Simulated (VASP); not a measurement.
Wanted: the native input for a VASP 6.6.1 run.

| Property | Result |
| --- | --- |
| Task | single point |
| Functional | r2SCAN |
| Potentials or basis | VASP PAW PBE potentials, release 64 (Co, O) |
| Cutoff | 520 eV |
| k mesh | 10 × 10 × 5 |
| Occupations | fermi-dirac, width 0.05 eV |
| Spin | collinear spin, ferromagnetic start |
| Starting moments | [2.0, 2.0, 0.0, 0.0] μB |
| Dipole correction | no |
| Further INCAR settings | ALGO = Normal; EDIFF = 1e-07; NBANDS = 27 |

The system is CoO.

```
Co O
1.0
     3.17618    0.00000    0.00000
    -1.58809    2.75066    0.00000
     0.00000    0.00000    5.19362
Co O
2 2
Cartesian
  0.0000 1.8338 2.6143
  0.0000 0.0000 0.0180
  0.0000 1.8338 4.5265
  0.0000 0.0000 1.9300
```

One way to write it, as run:

POSCAR

```
CoO
1.0
    3.1761843872      0.0000000000      0.0000000000
   -1.5880921936      2.7506563664      0.0000000000
    0.0000000000      0.0000000000      5.1936166411
Co O
2 2
Direct
    0.3333333333      0.6666666667      0.5033624100
    0.0000000000      0.0000000000      0.0034741400
    0.3333333333      0.6666666667      0.8715556000
    0.0000000000      0.0000000000      0.3716088500
```

INCAR.step1

```
  PREC = Accurate
  ENCUT = 520
  ISMEAR = -1
  SIGMA = 0.05
  LREAL = False
  LASPH = True
  NELM = 150
  ISPIN = 2
  MAGMOM = 2 2 0 0
  LMAXMIX = 4
  NBANDS = 27
  GGA = PE
  ALGO = Normal
  EDIFF = 1E-4
  LWAVE = True
  LCHARG = False
```

INCAR.step2

```
  PREC = Accurate
  ENCUT = 520
  EDIFF = 1E-7
  ISMEAR = -1
  SIGMA = 0.05
  LREAL = False
  LASPH = True
  NELM = 150
  ALGO = Normal
  ISIF = 2
  LWAVE = False
  LCHARG = False
  ISPIN = 2
  MAGMOM = 2 2 0 0
  LORBIT = 11
  LMAXMIX = 4
  METAGGA = R2SCAN
  LMIXTAU = True
  NBANDS = 27
  ISTART = 1
```

KPOINTS

```
regular mesh
0
Gamma
  10 10 5
```

Potentials or basis: VASP PAW PBE potentials, release 64 (Co, O).

Launch:

```console
$ cat potpaw_PBE.64/Co/POTCAR potpaw_PBE.64/O/POTCAR > POTCAR
$ cp INCAR.step1 INCAR
$ mpirun -np 1 vasp_std > vasp.out
$ cp INCAR.step2 INCAR
$ mpirun -np 1 vasp_std > vasp.out
```

Results of the run:

* Pressure: 5.4 GPa
* Largest force: 0.482 eV/Å
* Band gap on the k mesh: 0.50 eV, direct
* Net moment: 6.00 μB per cell
* Site moments: Co +2.63; O +0.27 μB
* Valence electrons inside the program's atomic spheres: Co 8.00; O 5.06

Caveat: the PAW data sets were made with another functional, which shifts forces and pressure a little.

It took 5.4 min on 1 thread of AMD EPYC 9R45 96-Core Processor (Zen 5), with other jobs on the host, peak memory 0.23 GiB.
